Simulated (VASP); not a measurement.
# Au (P6_3/mmc) in VASP: notebook

Au is run at these levels: PBE; tasks: single point.

Program: VASP 6.6.1. These are calculated values, not measurements. Logs are shortened: lines on timing, memory, paths and dates and some standing lists are left out, and cuts for length are marked.

## 1. The cell of the first run

The structure is hexagonal, space group P6_3/mmc (No. 194). Conventional cell: a = 2.900 Å, b = 2.900 Å, c = 4.880 Å, α = 90.00°, β = 90.00°, γ = 120.00°. Within 3.8 Å of Au (site symmetry -6m2) lie 12 Au at 2.90 to 2.96 Å.

## 2. Single point, PBE

Input file INCAR:

```
PREC = Accurate
ENCUT = 500
EDIFF = 1E-6
ISMEAR = -1
SIGMA = 0.1
LREAL = False
LASPH = True
NELM = 120
ALGO = Normal
ISIF = 2
LWAVE = False
LCHARG = True
GGA = PE
LELF = True
LVHAR = True
NBANDS = 18
GGA_COMPAT = False
```

Input file KPOINTS:

```
regular mesh
0
Gamma
  8 8 5
```

Input file POSCAR:

```
Au
1.0
    2.9000000000      0.0000000000      0.0000000000
   -1.4500000000      2.5114700000      0.0000000000
    0.0000000000      0.0000000000      4.8800000000
Au
2
Direct
    0.3333333333      0.6666666667      0.7500000000
    0.6666666667      0.3333333333      0.2500000000
```

Potentials or basis: VASP PAW PBE potentials, release 64 (Au).

Run with:

```
$ cat potpaw_PBE.64/Au/POTCAR > POTCAR
$ mpirun -np 1 vasp_std > vasp.out
```

OUTCAR:

```text
PREC = Accurate
   ENCUT = 500
   EDIFF = 1E-6
   ISMEAR = -1
   LREAL = False
   LASPH = True
   NELM = 120
   ISIF = 2
   GGA = PE

 ion  position               nearest neighbor table
   1  0.333  0.667  0.750-   2 2.96   2 2.96   2 2.96   2 2.96   2 2.96   2 2.96
   2  0.667  0.333  0.250-   1 2.96   1 2.96   1 2.96   1 2.96   1 2.96   1 2.96

  LATTYP: Found a hexagonal cell.
 ALAT       =     2.9000000000
 C/A-ratio  =     1.6827586207

  Lattice vectors:

 A1 = (   2.9000000000,   0.0000000000,   0.0000000000)
 A2 = (  -1.4500000000,   2.5114700000,   0.0000000000)
 A3 = (   0.0000000000,   0.0000000000,   4.8800000000)

Analysis of symmetry for initial positions (statically):
=====================================================================
 Subroutine PRICEL returns:
 Original cell was already a primitive cell.

 Routine SETGRP: Setting up the symmetry group for a
 hexagonal supercell.

 Subroutine GETGRP returns: Found 24 space group operations
 (whereof 12 operations were pure point group operations)
 out of a pool of 24 trial point group operations.

The static configuration has the point symmetry D_3d.
 The point group associated with its full space group is D_6h.

Analysis of symmetry for dynamics (positions and initial velocities):
=====================================================================
 Subroutine PRICEL returns:
 Original cell was already a primitive cell.

 Routine SETGRP: Setting up the symmetry group for a
 hexagonal supercell.

 Subroutine GETGRP returns: Found 24 space group operations
 (whereof 12 operations were pure point group operations)
 out of a pool of 24 trial point group operations.

The dynamic configuration has the point symmetry D_3d.
 The point group associated with its full space group is D_6h.

 Subroutine INISYM returns: Found 24 space group operations
 (whereof 12 operations are pure point group operations),
 and found     1 'primitive' translations

----------------------------------------------------------------------------------------

                                     Primitive cell

  volume of cell :      35.5423

  direct lattice vectors                    reciprocal lattice vectors
     2.900000000  0.000000000  0.000000000     0.344827586  0.199086591  0.000000000
[... 76 lines left out ...]
 SYSTEM =  unknown system
   PREC   = accura    normal or accurate (medium, high low for compatibility)
   ISTART =      0    job   : 0-new  1-cont  2-samecut
   ICHARG =      2    charge: 1-file 2-atom 10-const
   ISPIN  =      1    spin polarized calculation?
   LNONCOLLINEAR =      F non collinear calculations
   LSORBIT =      F    spin-orbit coupling
   LASPH  =      T    aspherical Exc in radial PAW
   ENCUT  =  500.0 eV  36.75 Ry    6.06 a.u.   5.29  5.29  8.90*2*pi/ulx,y,z
   NELM   =    120;   NELMIN=  2; NELMDL= -5     # of ELM steps
   EDIFF  = 0.1E-05   stopping-criterion for ELM
   LREAL  =      F    real-space projection
   EDIFFG = 0.1E-04   stopping-criterion for IOM
   NSW    =      0    number of steps for IOM
   IBRION =     -1    ionic relax: 0-MD 1-quasi-New 2-CG
   NFREE  =      0    steps in history (QN), initial steepest desc. (CG)
   ISIF   =      2    stress and relaxation
   ISYM   =      2    0-nonsym 1-usesym 2-fastsym
   POTIM  = 0.5000    time-step for ionic-motion
   TEBEG  =    0.0;   TEEND  =   0.0 temperature during run
   PSTRESS=    0.0 pullay stress
   NELECT =      22.0000    total number of electrons
   NUPDOWN=      -1.0000    fix difference up-down
   EMIN   =  10.00;   EMAX   =-10.00  energy-range for DOS
   EFERMI =   0.00;   METHOD = LEGACY
   ISMEAR =    -1;   SIGMA  =   0.10  broadening in eV -4-tet -1-fermi 0-gaus
   EFERMI_NEDOS =   21; number of points for ismear=-14 and -15
   IALGO  =     38    algorithm
   IMIX   =      4    mixing-type and parameters
     AMIX     =   0.40;   BMIX     =  1.00
     AMIX_MAG =   1.60;   BMIX_MAG =  1.00
  volume/ion in A,a.u.               =      17.77       119.93
  Fermi-wavevector in a.u.,A,eV,Ry     =   1.395191  2.636529 26.484543  1.946559
  Thomas-Fermi vector in A             =   2.518667
   LORBIT       =      0    0 simple, 1 ext, 2 COOP (PROOUT), +10 PAW based schemes
   GGA     = PE    functional components
   LHFCALC =     F    Hartree Fock is set to
   AEXX    =    0.0000 exact exchange contribution
   IVDW    =     0    specifies the selected vdW correction
   LEPSILON=     F    determine dielectric tensor
   LRPA    =     F    only Hartree local field effects (RPA)
 non-spin polarized calculation
  energy-cutoff  :      500.00
  volume of cell :       35.54
 maximum number of plane-waves:       916
 NGX is ok and might be reduce to    24
   NGX = 11   NGY = 11   NGZ = 17

 number of electron      22.0000002 magnetization

 Free energy of the ion-electron system (eV)
  ---------------------------------------------------
  ext. energy  EPLUGINS =         0.00000000
  ---------------------------------------------------
  free energy    TOTEN  =        -6.38903884 eV

  energy without entropy =       -6.35530814  energy(sigma->0) =       -6.37217349

 E-fermi :   8.8007     XC(G=0): -12.4654

 val. band max:        8.7301363962   @ k =   0.2500   0.2500   0.2000
 cond. band min:       8.9160734285   @ k =   0.5000   0.0000   0.4000
 fundamental gap:      0.1859370323
 Fermi energy:         8.8006561444

 k-point     1 :       0.0000    0.0000    0.0000
  band No.  band energies     occupation
      1      -0.6305      2.00000
      2       1.7583      2.00000
      3       4.1409      2.00000
      4       4.4127      2.00000
      5       4.4127      2.00000
      6       4.6991      2.00000
[... 481 lines left out ...]
      5       5.1701      2.00000
      6       5.4491      2.00000
[... 10 lines left out ...]
     17      22.4724      0.00000
     18      24.0513      0.00000

 [... further k-points ...]
[... 5 lines left out ...]
  --------------------------------------------------------------------------------------
  -------------------------------------------------------------------------------------
  Total        0.5222042      0.5222026      0.3407125      0.0000000      0.0000000      0.0000000
  in kB       23.5399259     23.5398571     15.3586437      0.0000000      0.0000000      0.0000000
  external PRESSURE =      20.8128089 kB  Pullay stress =       0.0000000 kB

 VOLUME and BASIS-vectors are now :
 -----------------------------------------------------------------------------
  energy-cutoff  :      500.00
  volume of cell :       35.54
      direct lattice vectors                 reciprocal lattice vectors
     2.900000000  0.000000000  0.000000000     0.344827586  0.199086591  0.000000000
    -1.450000000  2.511470000  0.000000000     0.000000000  0.398173181  0.000000000
     0.000000000  0.000000000  4.880000000     0.000000000  0.000000000  0.204918033

 POSITION                                       TOTAL-FORCE (eV/Angst)
 -----------------------------------------------------------------------------------
     -0.00000      1.67431      3.66000         0.000000     -0.000000      0.000000
      1.45000      0.83716      1.22000        -0.000000      0.000000      0.000000
 -----------------------------------------------------------------------------------
    total drift:                               -0.000000      0.000000     -0.000000

  FREE ENERGIE OF THE ION-ELECTRON SYSTEM (eV)
  ---------------------------------------------------
  free  energy   TOTEN  =        -6.3890388446 eV

  energy  without entropy=       -6.3553081382  energy(sigma->0) =       -6.37217349
```

stdout:

```text
POSCAR found type information on POSCAR Au
 POSCAR found :  1 types and       2 ions
 scaLAPACK will be used
 LDA part: xc-table for (Slater+PW92), standard interpolation
 POSCAR, INCAR and KPOINTS ok, starting setup
 FFT: planning ... GRIDC
 FFT: planning ... GRID_SOFT
 FFT: planning ... GRID
 WAVECAR not read
 entering main loop
```

Wall time 15 s (1 thread of AMD EPYC 9R14, shared host); peak memory 0.13 GiB.

What came out:

```yaml
Free_energy: -6.3890 eV
Pressure: 2.1 GPa
Band_gap_on_the_k_mesh: zero (band 11 reaches 11.61 eV, above the bottom of band 12 at 6.37 eV)
```

Caveat: spin-orbit coupling is left out, which moves the levels of the heavy elements.

## 3. Single point, PBE

Input file INCAR:

```
SYSTEM = Au
ALGO     = Normal         ! electronic algorithm
EDIFF    = 1E-6           ! SCF threshold, eV
ENCUT    = 500            ! plane-wave cutoff, eV
GGA      = PE             ! functional
GGA_COMPAT= .False.      
ISIF     = 2              ! what is computed and relaxed
ISMEAR   = -1             ! smearing method
LASPH    = .True.         ! aspherical terms in the spheres
LCHARG   = .True.         ! write CHGCAR
LELF     = .True.         ! ELF
LREAL    = .False.        ! projectors in reciprocal space
LVHAR    = .True.       
LWAVE    = .False.        ! write WAVECAR
NBANDS   = 18             ! bands
NELM     = 120            ! most SCF steps
PREC     = Accurate       ! precision mode
SIGMA    = 0.1            ! smearing width, eV
```

Input file KPOINTS:

```
k-points
0
Gamma
  8 8 5
  0 0 0
```

POSCAR is that of step 2.

Potentials or basis: VASP PAW PBE potentials, release 64 (Au).

Run with:

```
$ cat potpaw_PBE.64/Au/POTCAR > POTCAR
$ mpirun -np 1 vasp_std > vasp.out
```

Wall time 14 s (1 thread of AMD EPYC 9R14, shared host); peak memory 0.13 GiB.

It converged, with:

| Item | Value |
| --- | --- |
| Free energy | -6.3890 eV |
| Pressure | 2.1 GPa |
| Band gap on the k mesh | zero (band 11 reaches 11.61 eV, above the bottom of band 12 at 6.37 eV) |

Stress tensor (GPa, compression positive):
```
2.35 0.00 0.00
0.00 2.35 0.00
0.00 0.00 1.54
```

Levels at points of the mesh, in eV from the Fermi level:
```
           k point  band 8  band 9  band 10  band 11  band 12  band 13  band 14  band 15
(0.00, 0.00, 0.00)   -3.44   -3.44    -2.17    -2.17    -0.97     2.44    14.61    15.63
(0.50, 0.00, 0.00)   -1.96   -1.87    -1.71     0.36     1.48     5.62     7.04     7.13
```

Caveat: spin-orbit coupling is left out, which moves the levels of the heavy elements.
